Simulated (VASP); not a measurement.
# MgO (Amm2) in VASP: notebook, part 2 of 2

VASP 6.6.1. Earlier steps stand in the parts before.

### Step 3. Single point, PBE (atom 1 (Mg) moved +0.080 Å along Cartesian [1 1 0])

Input file INCAR:

```
SYSTEM = MgO
PREC = Accurate ; ENCUT = 520
EDIFF = 1E-6 ; ISMEAR = 0
SIGMA = 0.05 ; LREAL = .False.
LASPH = .True. ; NELM = 80
ALGO = Normal ; ISIF = 2
LWAVE = .False. ; LCHARG = .False.
GGA = PE ; NBANDS = 26
```

Input file KPOINTS:

```
Automatic mesh
0
Gamma
  6 6 6
  0 0 0
```

Input file POSCAR:

```
MgO
1.0
    4.2703000000      0.0000000000      0.0000000000
    0.0000000000     -4.2703000000      0.0000000000
    0.0000000000      0.0000000000     -4.2703000000
Mg O
4 4
Direct
    0.0132469715      0.4867530285      0.5000000000
    0.5000000000      0.0000000000      0.5000000000
    0.5000000000      0.5000000000      0.0000000000
    0.0000000000      0.0000000000      0.0000000000
    0.5000000000      0.0000000000      0.0000000000
    0.0000000000      0.5000000000      0.0000000000
    0.0000000000      0.0000000000      0.5000000000
    0.5000000000      0.5000000000      0.5000000000
```

Potentials or basis: VASP PAW PBE potentials, release 64 (Mg, O).

The run is started by

```bash
cat potpaw_PBE.64/Mg/POTCAR potpaw_PBE.64/O/POTCAR > POTCAR
mpirun -np 1 vasp_std > vasp.out
```

OUTCAR:

```text
SYSTEM = MgO
   PREC = Accurate
   ENCUT = 520
   EDIFF = 1E-6
   ISMEAR = 0
   LREAL = .False.
   LASPH = .True.
   NELM = 80
   ISIF = 2
   GGA = PE

 ion  position               nearest neighbor table
   1  0.013  0.487  0.500-   7 2.08   8 2.08   6 2.14   6 2.14   7 2.19   8 2.19   2 2.94   3 2.98
                             4 2.98   4 2.98   3 2.98   2 3.02   2 3.02   4 3.06   3 3.06   4 3.06
   2  0.500  0.000  0.500-   5 2.14   7 2.14   8 2.14   5 2.14   8 2.14   7 2.14   1 2.94   4 3.02
                             4 3.02   3 3.02   3 3.02   3 3.02   4 3.02   3 3.02   4 3.02   1 3.02
   3  0.500  0.500  0.000-   5 2.14   6 2.14   8 2.14   8 2.14   5 2.14   6 2.14   1 2.98   1 2.98
                             2 3.02   2 3.02   4 3.02   4 3.02   2 3.02   4 3.02   2 3.02   4 3.02
   4  0.000  0.000  0.000-   5 2.14   6 2.14   7 2.14   7 2.14   6 2.14   5 2.14   1 2.98   1 2.98
                             2 3.02   3 3.02   3 3.02   2 3.02   3 3.02   2 3.02   2 3.02   3 3.02
   5  0.500  0.000  0.000-   2 2.14   3 2.14   4 2.14   2 2.14   3 2.14   4 2.14
   6  0.000  0.500  0.000-   3 2.14   4 2.14   4 2.14   3 2.14   1 2.14   1 2.14
   7  0.000  0.000  0.500-   1 2.08   2 2.14   4 2.14   4 2.14   2 2.14   1 2.19
   8  0.500  0.500  0.500-   1 2.08   2 2.14   3 2.14   3 2.14   2 2.14   1 2.19

  LATTYP: Found a simple cubic cell.
 ALAT       =     4.2703000000

  Lattice vectors:

[... 198 lines left out ...]

 k-point     1 :       0.0000    0.0000    0.0000
  band No.  band energies     occupation
      1     -14.1742      2.00000
      2     -12.7506      2.00000
      3     -12.7492      2.00000
      4     -12.7437      2.00000
      5      -1.0340      2.00000
      6      -1.0336      2.00000
[... 685 lines left out ...]
     25      16.2789      0.00000
     26      16.4199      0.00000

 [... further k-points ...]
[... 5 lines left out ...]
  --------------------------------------------------------------------------------------
  -------------------------------------------------------------------------------------
  Total       -1.0891004     -1.0891004     -1.1994291      0.0022409      0.0000000      0.0000000
  in kB      -22.4080136    -22.4080136    -24.6780025      0.0461069      0.0000000      0.0000000
  external PRESSURE =     -23.1646766 kB  Pullay stress =       0.0000000 kB

 VOLUME and BASIS-vectors are now :
 -----------------------------------------------------------------------------
  energy-cutoff  :      520.00
  volume of cell :       77.87
      direct lattice vectors                 reciprocal lattice vectors
     4.270300000  0.000000000  0.000000000     0.234175585  0.000000000  0.000000000
     0.000000000 -4.270300000  0.000000000     0.000000000 -0.234175585  0.000000000
     0.000000000  0.000000000 -4.270300000     0.000000000  0.000000000 -0.234175585

 POSITION                                       TOTAL-FORCE (eV/Angst)
 -----------------------------------------------------------------------------------
      0.05657     -2.07858     -2.13515        -0.489539     -0.489539      0.000000
      2.13515      0.00000     -2.13515         0.135865      0.135865      0.000000
      2.13515     -2.13515      0.00000         0.134595     -0.039772      0.000000
      0.00000      0.00000      0.00000        -0.039772      0.134595      0.000000
      2.13515      0.00000      0.00000        -0.014820     -0.014820      0.000000
      0.00000     -2.13515      0.00000         0.081414      0.081414      0.000000
      0.00000      0.00000     -2.13515         0.080232      0.112025      0.000000
      2.13515     -2.13515     -2.13515         0.112025      0.080232      0.000000
 -----------------------------------------------------------------------------------
    total drift:                                0.000508      0.000508      0.000000

  FREE ENERGIE OF THE ION-ELECTRON SYSTEM (eV)
  ---------------------------------------------------
  free  energy   TOTEN  =       -47.6114306390 eV

  energy  without entropy=      -47.6114306390  energy(sigma->0) =      -47.61143064
```

OSZICAR:

```text
N       E                     dE             d eps       ncg     rms          rms(c)
DAV:   1     0.138888846445E+03    0.13889E+03   -0.15951E+04  2816   0.112E+03
DAV:   2    -0.443918834739E+02   -0.18328E+03   -0.17451E+03  3616   0.242E+02
DAV:   3    -0.537912867459E+02   -0.93994E+01   -0.93505E+01  3436   0.539E+01
DAV:   4    -0.538442663857E+02   -0.52980E-01   -0.52952E-01  2972   0.464E+00
DAV:   5    -0.538445059656E+02   -0.23958E-03   -0.23957E-03  3106   0.321E-01    0.144E+01
DAV:   6    -0.476845644824E+02    0.61599E+01   -0.20461E+01  2828   0.277E+01    0.456E+00
DAV:   7    -0.476365334889E+02    0.48031E-01   -0.30904E-01  2732   0.395E+00    0.274E+00
DAV:   8    -0.476143216971E+02    0.22212E-01   -0.12844E-01  2750   0.342E+00    0.556E-01
DAV:   9    -0.476110750602E+02    0.32466E-02   -0.53455E-03  3164   0.540E-01    0.178E-01
DAV:  10    -0.476114295947E+02   -0.35453E-03   -0.15921E-03  2916   0.238E-01    0.340E-02
DAV:  11    -0.476114308508E+02   -0.12562E-05   -0.25309E-05  3240   0.365E-02    0.141E-02
DAV:  12    -0.476114306390E+02    0.21187E-06   -0.25955E-06  2698   0.124E-02
   1 F= -.47611431E+02 E0= -.47611431E+02  d E =-.617865E-16
```

Run time: 45 s. Hardware: 1 thread of Intel Xeon 6975P-C, shared host; peak memory 0.22 GiB.

Results:

| Item | Value |
| --- | --- |
| Free energy | -47.6114 eV |
| Pressure | -2.3 GPa |
| Largest force | 0.692 eV/Å |
| Band gap on the k mesh | 4.33 eV |

Forces in eV/Å, atoms in the order of the input:
```
Mg  -0.490 -0.490  0.000
Mg   0.136  0.136  0.000
Mg   0.135 -0.040  0.000
Mg  -0.040  0.135  0.000
O   -0.015 -0.015  0.000
O    0.081  0.081  0.000
O    0.080  0.112  0.000
O    0.112  0.080  0.000
```

Caveat: the cell differs from its parent crystal (atom 1 (Mg) moved +0.080 Å along Cartesian [1 1 0]).

### Step 4. Single point, PBE (atom 1 (Mg) moved -0.040 Å along Cartesian [1 1 0])

Input file INCAR:

```
PREC     = Accurate       # precision mode
ENCUT    = 520            # plane-wave cutoff, eV
EDIFF    = 1E-6           # SCF threshold, eV
ISMEAR   = 0              # smearing method
SIGMA    = 0.05           # smearing width, eV
LREAL    = F              # projectors in reciprocal space
LASPH    = T              # aspherical terms in the spheres
NELM     = 60             # most SCF steps
ALGO     = Normal         # electronic algorithm
ISIF     = 2              # what is computed and relaxed
LWAVE    = F              # write WAVECAR
LCHARG   = F              # write CHGCAR
GGA      = PE             # functional
NBANDS   = 26             # bands
```

Input file KPOINTS:

```
regular mesh
0
Gamma
  6 6 6
```

POSCAR: that of step 3 with these lines changed.

```diff
@@ -8,3 +8,3 @@
 Direct
-    0.0132469715      0.4867530285      0.5000000000
+   -0.0066234858      0.5066234858      0.5000000000
     0.5000000000      0.0000000000      0.5000000000
```

The run is started by

```bash
cat potpaw_PBE.64/Mg/POTCAR potpaw_PBE.64/O/POTCAR > POTCAR
mpirun -np 1 vasp_std > vasp.out
```

It took 50 s on 1 thread of Intel Xeon 6975P-C, shared host; peak memory 0.22 GiB.

The run converged. Its results:

* Free energy: -47.6321 eV
* Pressure: -2.4 GPa
* Largest force: 0.344 eV/Å
* Band gap on the k mesh: 4.34 eV

Forces on the atoms (eV/Å):
```
Mg   0.243  0.243  0.000
Mg  -0.067 -0.067  0.000
Mg  -0.067  0.020  0.000
Mg   0.020 -0.067  0.000
O    0.007  0.007  0.000
O   -0.041 -0.041  0.000
O   -0.040 -0.055  0.000
O   -0.055 -0.040  0.000
```

Levels at points of the mesh, in eV from the valence-band top:
| k point | band 12 | band 13 | band 14 | band 15 | band 16 | band 17 | band 18 | band 19 | band 20 | band 21 |
| --- | --- | --- | --- | --- | --- | --- | --- | --- | --- | --- |
| (0.00, 0.00, 0.00) | -1.29 | -1.29 | 0.00 | 0.00 | 0.00 | 4.34 | 9.07 | 9.07 | 9.07 | 9.52 |
| (0.50, 0.00, 0.00) | -1.70 | -0.71 | -0.71 | -0.70 | -0.70 | 7.64 | 7.67 | 11.02 | 11.09 | 11.33 |
| (0.00, 0.00, 0.50) | -1.69 | -0.70 | -0.70 | -0.70 | -0.70 | 7.65 | 7.66 | 11.05 | 11.05 | 11.37 |
| (0.50, 0.50, 0.00) | -1.89 | -0.61 | -0.61 | -0.61 | -0.61 | 9.07 | 9.10 | 9.10 | 9.13 | 11.46 |
| (0.00, 0.50, 0.50) | -1.90 | -0.61 | -0.61 | -0.61 | -0.61 | 9.09 | 9.09 | 9.11 | 9.12 | 11.49 |
| (0.50, 0.50, 0.50) | -0.61 | -0.61 | -0.61 | -0.61 | -0.61 | 7.64 | 7.64 | 7.64 | 7.64 | 12.14 |

Caveat: the cell differs from its parent crystal (atom 1 (Mg) moved -0.040 Å along Cartesian [1 1 0]).

### Step 5. Single point, PBE (atom 1 (Mg) moved +0.100 Å along Cartesian [1 1 0])

Input file INCAR:

```
SYSTEM = MgO
  PREC = Accurate
  ENCUT = 520
  EDIFF = 1E-7
  ISMEAR = 0
  SIGMA = 0.05
  LREAL = .FALSE.
  LASPH = .TRUE.
  NELM = 60
  ALGO = Normal
  ISIF = 2
  LWAVE = .FALSE.
  LCHARG = .FALSE.
  GGA = PE
  NBANDS = 26
```

Input file KPOINTS:

```
Automatic mesh
0
G
  6 6 6
  0 0 0
```

POSCAR: that of step 4 with these lines changed.

```diff
@@ -8,3 +8,3 @@
 Direct
-   -0.0066234858      0.5066234858      0.5000000000
+    0.0165587144      0.4834412856      0.5000000000
     0.5000000000      0.0000000000      0.5000000000
```

Potentials or basis: VASP PAW PBE potentials, release 64 (Mg, O).

The run is started by

```bash
cat potpaw_PBE.64/Mg/POTCAR potpaw_PBE.64/O/POTCAR > POTCAR
mpirun -np 1 vasp_std > vasp.out
```

OUTCAR:

```text
SYSTEM = MgO
   PREC = Accurate
   ENCUT = 520
   EDIFF = 1E-7
   ISMEAR = 0
   LREAL = .FALSE.
   LASPH = .TRUE.
   NELM = 60
   ISIF = 2
   GGA = PE

 ion  position               nearest neighbor table
   1  0.017  0.483  0.500-   7 2.07   8 2.07   6 2.14   6 2.14   7 2.21   8 2.21   2 2.92   3 2.97
                             4 2.97   4 2.97   3 2.97   2 3.02   2 3.02   4 3.07   3 3.07   4 3.07
   2  0.500  0.000  0.500-   5 2.14   7 2.14   8 2.14   5 2.14   8 2.14   7 2.14   1 2.92   4 3.02
                             4 3.02   3 3.02   3 3.02   3 3.02   4 3.02   3 3.02   4 3.02   1 3.02
   3  0.500  0.500  0.000-   5 2.14   6 2.14   8 2.14   8 2.14   5 2.14   6 2.14   1 2.97   1 2.97
                             2 3.02   2 3.02   4 3.02   4 3.02   2 3.02   4 3.02   2 3.02   4 3.02
[... 917 lines left out ...]
  external PRESSURE =     -21.5693234 kB  Pullay stress =       0.0000000 kB

 VOLUME and BASIS-vectors are now :
 -----------------------------------------------------------------------------
  energy-cutoff  :      520.00
  volume of cell :       77.87
      direct lattice vectors                 reciprocal lattice vectors
     4.270300000  0.000000000  0.000000000     0.234175585  0.000000000  0.000000000
     0.000000000 -4.270300000  0.000000000     0.000000000 -0.234175585  0.000000000
     0.000000000  0.000000000 -4.270300000     0.000000000  0.000000000 -0.234175585

 POSITION                                       TOTAL-FORCE (eV/Angst)
 -----------------------------------------------------------------------------------
      0.07071     -2.06444     -2.13515        -0.614653     -0.614653      0.000000
      2.13515      0.00000     -2.13515         0.170658      0.170658      0.000000
      2.13515     -2.13515      0.00000         0.168171     -0.049763      0.000000
      0.00000      0.00000      0.00000        -0.049763      0.168171      0.000000
      2.13515      0.00000      0.00000        -0.018590     -0.018590      0.000000
      0.00000     -2.13515      0.00000         0.102094      0.102094      0.000000
      0.00000      0.00000     -2.13515         0.099681      0.142402      0.000000
      2.13515     -2.13515     -2.13515         0.142402      0.099681      0.000000
 -----------------------------------------------------------------------------------
    total drift:                                0.000128      0.000128      0.000000

  FREE ENERGIE OF THE ION-ELECTRON SYSTEM (eV)
  ---------------------------------------------------
  free  energy   TOTEN  =       -47.5958169115 eV

  energy  without entropy=      -47.5958169115  energy(sigma->0) =      -47.59581691
```

OSZICAR:

```text
N       E                     dE             d eps       ncg     rms          rms(c)
DAV:   1     0.138909725254E+03    0.13891E+03   -0.15952E+04  2816   0.112E+03
DAV:   2    -0.443868194674E+02   -0.18330E+03   -0.17452E+03  3622   0.242E+02
DAV:   3    -0.537806032748E+02   -0.93938E+01   -0.93451E+01  3462   0.539E+01
DAV:   4    -0.538334709851E+02   -0.52868E-01   -0.52841E-01  2990   0.464E+00
DAV:   5    -0.538337097668E+02   -0.23878E-03   -0.23877E-03  3098   0.321E-01    0.144E+01
DAV:   6    -0.476692230587E+02    0.61645E+01   -0.20473E+01  2826   0.277E+01    0.456E+00
DAV:   7    -0.476210156935E+02    0.48207E-01   -0.30896E-01  2736   0.396E+00    0.274E+00
DAV:   8    -0.475987153754E+02    0.22300E-01   -0.12866E-01  2746   0.342E+00    0.556E-01
DAV:   9    -0.475954448499E+02    0.32705E-02   -0.55884E-03  3218   0.551E-01    0.174E-01
DAV:  10    -0.475958115201E+02   -0.36667E-03   -0.14781E-03  2900   0.230E-01    0.304E-02
DAV:  11    -0.475958172051E+02   -0.56850E-05   -0.21966E-05  3276   0.341E-02    0.136E-02
DAV:  12    -0.475958171285E+02    0.76628E-07   -0.23719E-06  2968   0.121E-02    0.680E-03
DAV:  13    -0.475958170331E+02    0.95377E-07   -0.13829E-06  2954   0.895E-03    0.179E-03
DAV:  14    -0.475958169245E+02    0.10858E-06   -0.24579E-07  2876   0.355E-03    0.849E-04
DAV:  15    -0.475958169115E+02    0.13004E-07   -0.13431E-08  1448   0.104E-03
   1 F= -.47595817E+02 E0= -.47595817E+02  d E =-.178424E-15
```

stdout:

```text
POSCAR found type information on POSCAR MgO
 POSCAR found :  2 types and       8 ions
 scaLAPACK will be used
 LDA part: xc-table for (Slater+PW92), standard interpolation
 POSCAR, INCAR and KPOINTS ok, starting setup
 FFT: planning ... GRIDC
 FFT: planning ... GRID_SOFT
 FFT: planning ... GRID
 WAVECAR not read
 entering main loop
```

Run time: 61 s. Hardware: 1 thread of Intel Xeon 6975P-C, shared host; peak memory 0.22 GiB.

Results:

| Property | Result |
| --- | --- |
| Free energy | -47.5958 eV |
| Pressure | -2.2 GPa |
| Largest force | 0.869 eV/Å |
| Band gap on the k mesh | 4.34 eV |

Forces on the atoms (eV/Å):
```
Mg  -0.615 -0.615  0.000
Mg   0.171  0.171  0.000
Mg   0.168 -0.050  0.000
Mg  -0.050  0.168  0.000
O   -0.019 -0.019  0.000
O    0.102  0.102  0.000
O    0.100  0.142  0.000
O    0.142  0.100  0.000
```

Caveat: the cell differs from its parent crystal (atom 1 (Mg) moved +0.100 Å along Cartesian [1 1 0]).

### Step 6. Single point, PBE (atom 1 (Mg) moved +0.060 Å along Cartesian [1 1 0])

Input file INCAR:

```
  PREC = Accurate
  ENCUT = 520
  EDIFF = 1E-6
  ISMEAR = 0
  SIGMA = 0.05
  LREAL = F
  LASPH = T
  NELM = 80
  ALGO = Normal
  ISIF = 2
  LWAVE = F
  LCHARG = F
  GGA = PE
  NBANDS = 26
```

Input file KPOINTS:

```
regular mesh
0
Gamma
  6 6 6
```

POSCAR: that of step 5 with these lines changed.

```diff
@@ -8,3 +8,3 @@
 Direct
-    0.0165587144      0.4834412856      0.5000000000
+    0.0099352286      0.4900647714      0.5000000000
     0.5000000000      0.0000000000      0.5000000000
```

Potentials or basis: VASP PAW PBE potentials, release 64 (Mg, O).

The run is started by

```bash
cat potpaw_PBE.64/Mg/POTCAR potpaw_PBE.64/O/POTCAR > POTCAR
mpirun -np 1 vasp_std > vasp.out
```

Wall time 49 s (1 thread of Intel Xeon 6975P-C, shared host); peak memory 0.22 GiB.

It converged, with:

| Item | Value |
| --- | --- |
| Free energy | -47.6235 eV |
| Pressure | -2.4 GPa |
| Largest force | 0.517 eV/Å |
| Band gap on the k mesh | 4.33 eV |

Forces on the atoms (eV/Å):
```
Mg  -0.366 -0.366  0.000
Mg   0.102  0.102  0.000
Mg   0.101 -0.030  0.000
Mg  -0.030  0.101  0.000
O   -0.011 -0.011  0.000
O    0.061  0.061  0.000
O    0.060  0.083  0.000
O    0.083  0.060  0.000
```

Stress tensor (GPa, compression positive):
```
-2.35  0.00  0.00
 0.00 -2.35  0.00
 0.00  0.00 -2.47
```

Levels at points of the mesh, in eV from the valence-band top:
| k point | band 14 | band 15 | band 16 | band 17 | band 18 | band 19 |
| --- | --- | --- | --- | --- | --- | --- |
| (0.00, 0.00, 0.00) | 0.00 | 0.00 | 0.00 | 4.34 | 9.06 | 9.07 |
| (0.50, 0.00, 0.00) | -0.71 | -0.70 | -0.70 | 7.63 | 7.67 | 10.99 |
| (0.00, 0.00, 0.50) | -0.70 | -0.70 | -0.70 | 7.65 | 7.66 | 11.04 |
| (0.50, 0.50, 0.00) | -0.61 | -0.61 | -0.61 | 9.06 | 9.10 | 9.10 |
| (0.00, 0.50, 0.50) | -0.61 | -0.61 | -0.61 | 9.08 | 9.09 | 9.12 |
| (0.50, 0.50, 0.50) | -0.61 | -0.61 | -0.60 | 7.63 | 7.64 | 7.64 |

Caveat: the cell differs from its parent crystal (atom 1 (Mg) moved +0.060 Å along Cartesian [1 1 0]).
